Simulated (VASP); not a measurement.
Input of a VASP 6.6.1 run:

INCAR

```
  PREC = Accurate
  ENCUT = 520
  EDIFF = 1E-6
  ISMEAR = 0
  SIGMA = 0.05
  LREAL = F
  LASPH = T
  NELM = 80
  ALGO = Normal
  ISIF = 2
  LWAVE = F
  LCHARG = T
  GGA = PE
  LELF = T
  LVHAR = T
  NBANDS = 16
```

File KPOINTS:

```
regular mesh
0
Gamma
  6 6 4
```

File POSCAR:

```
AlN
1.0
    3.1110021516      0.0000000000      0.0000000000
   -1.5555010758      2.6942068945      0.0000000000
    0.0000000000      0.0000000000      4.9780000000
Al N
2 2
Direct
    0.3333333333      0.6666666667      0.0000000000
    0.6666666667      0.3333333333      0.5000000000
    0.3333333333      0.6666666667      0.3850000000
    0.6666666667      0.3333333333      0.8850000000
```

Potentials or basis: VASP PAW PBE potentials, release 64 (Al, N).

The run is started by

```sh
$ cat potpaw_PBE.64/Al/POTCAR potpaw_PBE.64/N/POTCAR > POTCAR
$ mpirun -np 1 vasp_std > vasp.out
```

Task: What does it give for the largest force?

Result: 0.180 eV/Å.

Task: What does it give for the pressure?

Result: 3.8 GPa.

Task: Predict the band gap on the k mesh.

Result: 4.16 eV, direct.

Stress tensor (GPa, compression positive):
```
4.40 0.00 0.00
0.00 4.40 0.00
0.00 0.00 2.57
```
